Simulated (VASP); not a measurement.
# P (Imma) in VASP: notebook

The runs below take P through single point, with PBEsol.

Program: VASP 6.6.1. These are calculated values, not measurements. Logs are shortened: lines on timing, memory, paths and dates and some standing lists are left out, and cuts for length are marked.

### Step 1. The cell of the first run

The structure is orthorhombic, space group Imma (No. 74). The conventional cell has a = 3.434 Å, b = 5.106 Å, c = 3.829 Å, α = 90.00°, β = 90.00°, γ = 90.00°. Within 3.0 Å of P (site symmetry mm2) lie 6 P at 2.28 to 2.89 Å.

### Step 2. Single point, PBEsol (strain +0.015 along x and y, +0.030 along z)

File INCAR:

```
SYSTEM = P
PREC = Accurate
ENCUT = 520
EDIFF = 1E-6
ISMEAR = 0
SIGMA = 0.15
LREAL = .False.
LASPH = .True.
NELM = 100
ALGO = Normal
ISIF = 2
LWAVE = .False.
LCHARG = .False.
GGA = PS
NBANDS = 12
```

File KPOINTS:

```
regular mesh
0
Gamma
  18 18 18
  0 0 0
```

File POSCAR:

```
P
1.0
   -1.7168826937      2.5528925129      1.9147124599
    1.7168826937     -2.5528925129      1.9147124599
    1.7168826937      2.5528925129     -1.9147124599
P
2
Direct
    0.8033091100      0.0533091100      0.7500000000
    0.1966908900      0.9466908900      0.2500000000
```

Potentials or basis: VASP PAW PBE potentials, release 64 (P).

On the command line:

```sh
> cat potpaw_PBE.64/P/POTCAR > POTCAR
> mpirun -np 1 vasp_std > vasp.out
```

OUTCAR:

```text
SYSTEM = P
   PREC = Accurate
   ENCUT = 520
   EDIFF = 1E-6
   ISMEAR = 0
   LREAL = .False.
   LASPH = .True.
   NELM = 100
   ISIF = 2
   GGA = PS

 ion  position               nearest neighbor table
   1  0.803  0.053  0.750-   2 2.28   2 2.28   2 2.59   2 2.59   2 2.89   2 2.89
   2  0.197  0.947  0.250-   1 2.28   1 2.28   1 2.59   1 2.59   1 2.89   1 2.89

  LATTYP: Found a body centered orthorhombic cell.
 ALAT       =     3.4337653874
 B/A-ratio  =     1.1152261403
 C/A-ratio  =     1.4869347348

  Lattice vectors:

 A1 = (   1.7168826937,  -2.5528925129,  -1.9147124599)
 A2 = (  -1.7168826937,  -2.5528925129,   1.9147124599)
 A3 = (  -1.7168826937,   2.5528925129,  -1.9147124599)

Analysis of symmetry for initial positions (statically):
=====================================================================
 Subroutine PRICEL returns:
 Original cell was already a primitive cell.

 Routine SETGRP: Setting up the symmetry group for a
 body centered orthorhombic supercell.

 Subroutine GETGRP returns: Found  8 space group operations
 (whereof  4 operations were pure point group operations)
 out of a pool of  8 trial point group operations.

The static configuration has the point symmetry C_2h.
 The point group associated with its full space group is D_2h.

Analysis of symmetry for dynamics (positions and initial velocities):
=====================================================================
 Subroutine PRICEL returns:
 Original cell was already a primitive cell.

 Routine SETGRP: Setting up the symmetry group for a
 body centered orthorhombic supercell.

 Subroutine GETGRP returns: Found  8 space group operations
 (whereof  4 operations were pure point group operations)
 out of a pool of  8 trial point group operations.

The dynamic configuration has the point symmetry C_2h.
 The point group associated with its full space group is D_2h.

 Subroutine INISYM returns: Found  8 space group operations
 (whereof  4 operations are pure point group operations),
 and found     1 'primitive' translations

----------------------------------------------------------------------------------------

                                     Primitive cell

  volume of cell :      33.5689

  direct lattice vectors                    reciprocal lattice vectors
    -1.716882694  2.552892513  1.914712460     0.000000000  0.195856268  0.261135816
     1.716882694 -2.552892513  1.914712460     0.291225488  0.000000000  0.261135816
     1.716882694  2.552892513 -1.914712460     0.291225488  0.195856268  0.000000000

  length of vectors
     3.623681853  3.623681853  3.623681853     0.326422413  0.391157512  0.350958634

  position of ions in fractional coordinates (direct lattice)
     0.803309110  0.053309110  0.750000000
     0.196690890  0.946690890  0.250000000

  ion indices of the primitive-cell ions
   primitive index   ion index
                 1           1
                 2           2

----------------------------------------------------------------------------------------

 KPOINTS: regular mesh

Automatic generation of k-mesh.
 Grid dimensions read from file:
 generate k-points for:   18   18   18

 Generating k-lattice:

  Cartesian coordinates                     Fractional coordinates (reciprocal lattice)
     0.000000000  0.010880904  0.014507545     0.055555556 -0.000000000  0.000000000
     0.016179194  0.000000000  0.014507545     0.000000000  0.055555556  0.000000000
     0.016179194  0.010880904  0.000000000     0.000000000 -0.000000000  0.055555556

  Length of vectors
     0.018134579  0.021730973  0.019497702

  Shift w.r.t. Gamma in fractional coordinates (k-lattice)
     0.000000000  0.000000000  0.000000000

 Subroutine IBZKPT returns following result:
 ===========================================

 Found    865 irreducible k-points:

 Following reciprocal coordinates:
            Coordinates               Weight
  0.000000  0.000000  0.000000      1.000000
  0.055556  0.000000 -0.000000      4.000000
  0.111111  0.000000 -0.000000      4.000000
  0.166667  0.000000 -0.000000      4.000000
  0.222222  0.000000 -0.000000      4.000000
  0.277778  0.000000  0.000000      4.000000
[... 16 lines left out ...]
 -0.333333  0.055556  0.000000      8.000000
 -0.277778  0.055556  0.000000      8.000000
 [... further k-points ...]
   k-points           NKPTS =    865   k-points in BZ     NKDIM =    865   number of bands    NBANDS=     12
   number of dos      NEDOS =    301   number of ions     NIONS =      2
   total plane-waves  NPLWV =  21952
   dimension x,y,z NGX =    28 NGY =   28 NGZ =   28
   dimension x,y,z NGXF=    56 NGYF=   56 NGZF=   56
   ions per type =               2
   NGX,Y,Z   is equivalent  to a cutoff of  12.85, 12.85, 12.85 a.u.
   NGXF,Y,Z  is equivalent  to a cutoff of  25.69, 25.69, 25.69 a.u.
 SYSTEM =  P
   PREC   = accura    normal or accurate (medium, high low for compatibility)
   ISTART =      0    job   : 0-new  1-cont  2-samecut
   ICHARG =      2    charge: 1-file 2-atom 10-const
   ISPIN  =      1    spin polarized calculation?
   LNONCOLLINEAR =      F non collinear calculations
   LSORBIT =      F    spin-orbit coupling
   LASPH  =      T    aspherical Exc in radial PAW
   ENCUT  =  520.0 eV  38.22 Ry    6.18 a.u.   6.74  6.74  6.74*2*pi/ulx,y,z
   NELM   =    100;   NELMIN=  2; NELMDL= -5     # of ELM steps
   EDIFF  = 0.1E-05   stopping-criterion for ELM
   LREAL  =      F    real-space projection
   EDIFFG = 0.1E-04   stopping-criterion for IOM
   NSW    =      0    number of steps for IOM
   IBRION =     -1    ionic relax: 0-MD 1-quasi-New 2-CG
   NFREE  =      0    steps in history (QN), initial steepest desc. (CG)
   ISIF   =      2    stress and relaxation
   ISYM   =      2    0-nonsym 1-usesym 2-fastsym
   POTIM  = 0.5000    time-step for ionic-motion
   TEBEG  =    0.0;   TEEND  =   0.0 temperature during run
   PSTRESS=    0.0 pullay stress
   NELECT =      10.0000    total number of electrons
   NUPDOWN=      -1.0000    fix difference up-down
   EMIN   =  10.00;   EMAX   =-10.00  energy-range for DOS
   EFERMI =   0.00;   METHOD = LEGACY
   ISMEAR =     0;   SIGMA  =   0.15  broadening in eV -4-tet -1-fermi 0-gaus
   EFERMI_NEDOS =   21; number of points for ismear=-14 and -15
   IALGO  =     38    algorithm
   IMIX   =      4    mixing-type and parameters
     AMIX     =   0.40;   BMIX     =  1.00
     AMIX_MAG =   1.60;   BMIX_MAG =  1.00
  volume/ion in A,a.u.               =      16.78       113.27
  Fermi-wavevector in a.u.,A,eV,Ry     =   1.093359  2.066148 16.264852  1.195433
  Thomas-Fermi vector in A             =   2.229642
   LORBIT       =      0    0 simple, 1 ext, 2 COOP (PROOUT), +10 PAW based schemes
   GGA     = PS    functional components
   LHFCALC =     F    Hartree Fock is set to
   AEXX    =    0.0000 exact exchange contribution
   IVDW    =     0    specifies the selected vdW correction
   LEPSILON=     F    determine dielectric tensor
   LRPA    =     F    only Hartree local field effects (RPA)
 non-spin polarized calculation
 Gauss-broadening in eV      SIGMA  =   0.15
  energy-cutoff  :      520.00
  volume of cell :       33.57
 maximum number of plane-waves:       926
   NGX = 13   NGY = 13   NGZ = 13

 number of electron      10.0000001 magnetization

 Free energy of the ion-electron system (eV)
  ---------------------------------------------------
  ext. energy  EPLUGINS =         0.00000000
  ---------------------------------------------------
  free energy    TOTEN  =       -11.50698036 eV

  energy without entropy =      -11.50485385  energy(sigma->0) =      -11.50591711

 E-fermi :   8.1481     XC(G=0): -10.7129

 val. band max:        8.1121291334   @ k =  -0.2778  -0.0556   0.0556
 cond. band min:       8.1638352514   @ k =   0.4444   0.2778   0.1111
 fundamental gap:      0.0517061180
 Fermi energy:         8.1480526159

 k-point     1 :       0.0000    0.0000    0.0000
  band No.  band energies     occupation
      1      -7.7038      2.00000
      2       4.6035      2.00000
      3       5.1351      2.00000
      4       5.5444      2.00000
      5       5.9634      2.00000
      6       9.5910      0.00000
      7      10.5317      0.00000
      8      11.9530      0.00000
      9      13.5324      0.00000
     10      14.5520      0.00000
     11      15.0332      0.00000
     12      15.1403      0.00000

 k-point     2 :       0.0556    0.0000   -0.0000
  band No.  band energies     occupation
      1      -7.6628      2.00000
      2       3.9179      2.00000
      3       5.5286      2.00000
      4       5.5327      2.00000
      5       6.1163      2.00000
      6       9.6789      0.00000
      7      10.4783      0.00000
      8      11.7818      0.00000
      9      13.6068      0.00000
     10      14.0602      0.00000
     11      14.8723      0.00000
     12      15.8849      0.00000

 k-point     3 :       0.1111    0.0000   -0.0000
  band No.  band energies     occupation
      1      -7.5404      2.00000
      2       2.9291      2.00000
      3       5.4845      2.00000
      4       5.6803      2.00000
      5       6.5666      2.00000
      6       9.8786      0.00000
      7      10.3240      0.00000
      8      11.3621      0.00000
      9      13.6166      0.00000
     10      13.8571      0.00000
     11      14.6629      0.00000
     12      16.7308      0.00000

 k-point     4 :       0.1667    0.0000   -0.0000
  band No.  band energies     occupation
      1      -7.3386      2.00000
      2       1.8976      2.00000
      3       5.4213      2.00000
      4       5.7123      2.00000
      5       6.9694      2.00000
      6       9.8688      0.00000
      7      10.2450      0.00000
      8      10.8513      0.00000
      9      13.5717      0.00000
     10      14.2915      0.00000
     11      14.4956      0.00000
     12      17.6817      0.00000

 k-point     5 :       0.2222    0.0000   -0.0000
  band No.  band energies     occupation
      1      -7.0611      2.00000
      2       0.8758      2.00000
      3       5.3504      2.00000
      4       5.7485      2.00000
      5       7.2282      2.00000
      6       9.4987      0.00000
      7      10.2987      0.00000
      8      10.3479      0.00000
      9      13.9707      0.00000
     10      14.4817      0.00000
     11      14.8906      0.00000
     12      18.7821      0.00000
[... 228 lines left out ...]
      1      -5.7062      2.00000
      2      -2.0084      2.00000
      3       4.7304      2.00000
      4       6.4646      2.00000
      5       6.6631      2.00000
      6       8.8058      0.00000
      7       8.9358      0.00000
      8      10.4423      0.00000
      9      15.5372      0.00000
     10      16.5536      0.00000
     11      18.5696      0.00000
     12      20.3863      0.00000

 k-point    22 :      -0.3889    0.0556    0.0000
  band No.  band energies     occupation
      1      -6.1198      2.00000
      2      -1.2804      2.00000
      3       4.7375      2.00000
      4       6.3519      2.00000
      5       6.8985      2.00000
      6       8.8718      0.00000
      7       9.1527      0.00000
      8      10.5478      0.00000
      9      14.9798      0.00000
     10      15.6307      0.00000
     11      17.6148      0.00000
     12      20.6018      0.00000

 k-point    23 :      -0.3333    0.0556    0.0000
  band No.  band energies     occupation
      1      -6.5319      2.00000
      2      -0.4145      2.00000
      3       4.7724      2.00000
      4       6.2019      2.00000
      5       7.1252      2.00000
      6       9.0192      0.00000
      7       9.4625      0.00000
      8      10.6598      0.00000
      9      14.5890      0.00000
     10      14.7411      0.00000
     11      16.6247      0.00000
     12      19.6157      0.00000

 k-point    24 :      -0.2778    0.0556    0.0000
  band No.  band energies     occupation
      1      -6.8990      2.00000
      2       0.5364      2.00000
      3       4.8333      2.00000
      4       6.0647      2.00000
      5       7.2208      2.00000
      6       9.2806      0.00000
      7       9.7965      0.00000
      8      10.7894      0.00000
      9      13.9365      0.00000
     10      14.4283      0.00000
     11      15.7165      0.00000
     12      18.4850      0.00000

 [... further k-points ...]

------------------------ aborting loop because EDIFF is reached ----------------------------------------

  FORCE on cell =-STRESS in cart. coord.  units (eV):
  Direction    XX          YY          ZZ          XY          YZ          ZX
  --------------------------------------------------------------------------------------
  -------------------------------------------------------------------------------------
  Total       -1.2682792     -1.0497971     -1.3650693      0.0000000      0.0000000      0.0000000
  in kB      -60.5325180    -50.1047894    -65.1521235      0.0000000      0.0000000      0.0000000
  external PRESSURE =     -58.5964770 kB  Pullay stress =       0.0000000 kB

 VOLUME and BASIS-vectors are now :
 -----------------------------------------------------------------------------
  energy-cutoff  :      520.00
  volume of cell :       33.57
      direct lattice vectors                 reciprocal lattice vectors
    -1.716882694  2.552892513  1.914712460     0.000000000  0.195856268  0.261135816
     1.716882694 -2.552892513  1.914712460     0.291225488  0.000000000  0.261135816
     1.716882694  2.552892513 -1.914712460     0.291225488  0.195856268  0.000000000

 POSITION                                       TOTAL-FORCE (eV/Angst)
 -----------------------------------------------------------------------------------
      0.00000      3.82934      0.20414        -0.000000      0.000000      0.121416
      1.71688     -1.27645      1.71057         0.000000     -0.000000     -0.121416
 -----------------------------------------------------------------------------------
    total drift:                                0.000000     -0.000000     -0.000000

  FREE ENERGIE OF THE ION-ELECTRON SYSTEM (eV)
  ---------------------------------------------------
  free  energy   TOTEN  =       -11.5069803640 eV

  energy  without entropy=      -11.5048538543  energy(sigma->0) =      -11.50591711
```

It took 2.8 min on 1 thread of Intel Xeon Platinum 8488C (Sapphire Rapids), shared host; peak memory 0.36 GiB.

Results:

- Free energy: -11.5070 eV
- Pressure: -5.9 GPa
- Largest force: 0.121 eV/Å
- Band gap on the k mesh: zero (bands 5 and 6 overlap by 0.94 eV)

Forces in eV/Å, atoms in the order of the input:
```
P    0.000  0.000  0.121
P    0.000  0.000 -0.121
```

Levels at points of the mesh, in eV from the Fermi level:
```tsv
k point	band 3	band 4	band 5	band 6	band 7	band 8
(0.00, 0.00, 0.00)	-3.01	-2.60	-2.18	1.44	2.38	3.80
(0.50, 0.00, 0.00)	-3.00	-1.63	-1.48	0.27	0.89	1.67
(0.00, 0.50, 0.00)	-6.28	-5.12	-4.91	0.58	6.22	6.84
(0.50, 0.50, 0.00)	-3.30	-3.30	-0.10	-0.10	0.15	0.15
(0.50, 0.50, 0.50)	-7.99	-5.07	-4.76	0.36	6.11	8.01
```

Caveat: the cell differs from its parent crystal (strain +0.015 along x and y, +0.030 along z); the cell stands under tension; the PAW data sets were made with another functional, which shifts forces and pressure a little.

### Step 3. Single point, PBEsol (strain +0.030 along x and y, +0.015 along z)

File INCAR:

```
PREC = Accurate ; ENCUT = 520
EDIFF = 1E-6 ; ISMEAR = 0
SIGMA = 0.15 ; LREAL = F
LASPH = T ; NELM = 80
ALGO = Normal ; ISIF = 2
LWAVE = F ; LCHARG = T
GGA = PS ; LELF = T
LVHAR = T ; NBANDS = 12
```

File KPOINTS:

```
Automatic mesh
0
Gamma
  18 18 18
```

File POSCAR:

```
P
1.0
   -1.7422553444      2.5906199884      1.8868282978
    1.7422553444     -2.5906199884      1.8868282978
    1.7422553444      2.5906199884     -1.8868282978
P
2
Direct
    0.8033091100      0.0533091100      0.7500000000
    0.1966908900      0.9466908900      0.2500000000
```

Potentials or basis: VASP PAW PBE potentials, release 64 (P).

On the command line:

```sh
> cat potpaw_PBE.64/P/POTCAR > POTCAR
> mpirun -np 1 vasp_std > vasp.out
```

It took 2.7 min on 1 thread of Intel Xeon Platinum 8488C (Sapphire Rapids), shared host; peak memory 0.36 GiB.

The run converged. Its results:

* Free energy: -11.4821 eV
* Pressure: -7.3 GPa
* Largest force: 0.042 eV/Å
* Band gap on the k mesh: zero (bands 5 and 6 overlap by 1.07 eV)

Forces in eV/Å, atoms in the order of the input:
```
P    0.000  0.000  0.042
P    0.000  0.000 -0.042
```

Stress tensor (GPa, compression positive):
```
-8.18  0.00  0.00
 0.00 -8.54  0.00
 0.00  0.00 -5.13
```

Levels at points of the mesh, in eV from the Fermi level:
```
           k point  band 2  band 3  band 4  band 5  band 6  band 7  band 8  band 9
(0.00, 0.00, 0.00)   -3.49   -2.79   -2.77   -1.88    1.54    2.32    4.05    5.31
(0.50, 0.00, 0.00)  -10.54   -3.04   -1.63   -1.33    0.15    0.86    1.64    9.17
(0.00, 0.50, 0.00)   -9.73   -6.23   -5.07   -4.67    0.72    6.57    6.58    8.37
(0.50, 0.50, 0.00)  -11.81   -3.02   -3.02   -0.12   -0.12    0.45    0.45   10.24
(0.50, 0.50, 0.50)   -7.78   -7.67   -4.81   -4.73    0.41    6.19    7.89    7.92
```

Caveat: the cell differs from its parent crystal (strain +0.030 along x and y, +0.015 along z); the cell stands under tension; the PAW data sets were made with another functional, which shifts forces and pressure a little.

The gap in the log of VASP goes by the Fermi energy; the results here count the filled bands.